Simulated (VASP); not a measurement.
Input of a VASP 6.6.1 run:

File POSCAR:

```
ZrCu
1.0
    3.2526640000      0.0000000000      0.0000000000
    0.0000000000      3.2526640000      0.0000000000
    0.0000000000      0.0000000000      3.2526640000
Zr Cu
1 1
Direct
    0.5000000000      0.5000000000      0.5000000000
    0.0000000000      0.0000000000      0.0000000000
```

INCAR.step1

```
SYSTEM = ZrCu
  PREC = Accurate
  ENCUT = 600
  ISMEAR = 1
  SIGMA = 0.05
  LREAL = .FALSE.
  LASPH = .TRUE.
  NELM = 100
  GGA = PE
  ALGO = Normal
  EDIFF = 1E-4
  LWAVE = .TRUE.
  LCHARG = .FALSE.
```

The input INCAR.step2:

```
SYSTEM = ZrCu
  PREC = Accurate
  ENCUT = 600
  EDIFF = 1E-6
  ISMEAR = 1
  SIGMA = 0.05
  LREAL = .FALSE.
  LASPH = .TRUE.
  NELM = 100
  ALGO = Normal
  ISIF = 3
  LWAVE = .FALSE.
  LCHARG = .FALSE.
  METAGGA = R2SCAN
  LMIXTAU = .TRUE.
  IBRION = 2
  NSW = 50
  EDIFFG = -0.005
  PSTRESS = 20.0
  ISTART = 1
```

File KPOINTS:

```
Automatic mesh
0
G
  7 7 7
  0 0 0
```

Potentials or basis: VASP PAW PBE potentials, release 64 (Zr_sv, Cu).

Launch:

```bash
$ cat potpaw_PBE.64/Zr_sv/POTCAR potpaw_PBE.64/Cu/POTCAR > POTCAR
$ cp INCAR.step1 INCAR
$ mpirun -np 1 vasp_std > vasp.out
$ cp INCAR.step2 INCAR
$ mpirun -np 1 vasp_std > vasp.out
```

Q: Predict the relaxed volume.

A: 17.03 Å³/atom.

Q: What does it give for the space group after relaxing (to 0.1 Å)?

A: Pm-3m (No. 221).

Final structure:
```cif
data_structure
_symmetry_space_group_name_H-M 'P 1'
_symmetry_Int_Tables_number 1
_cell_length_a 3.2415
_cell_length_b 3.2415
_cell_length_c 3.2415
_cell_angle_alpha 90.000
_cell_angle_beta 90.000
_cell_angle_gamma 90.000
_cell_volume 34.06
loop_
_atom_site_label
_atom_site_type_symbol
_atom_site_fract_x
_atom_site_fract_y
_atom_site_fract_z
_atom_site_occupancy
Zr1 Zr 0.50000 0.50000 0.50000 1
Cu1 Cu 0.00000 0.00000 0.00000 1
```

Caveat: the cell is relaxed towards a set pressure, so the run minimises the enthalpy, not the energy; the PAW data sets were made with another functional, which shifts forces and pressure a little.
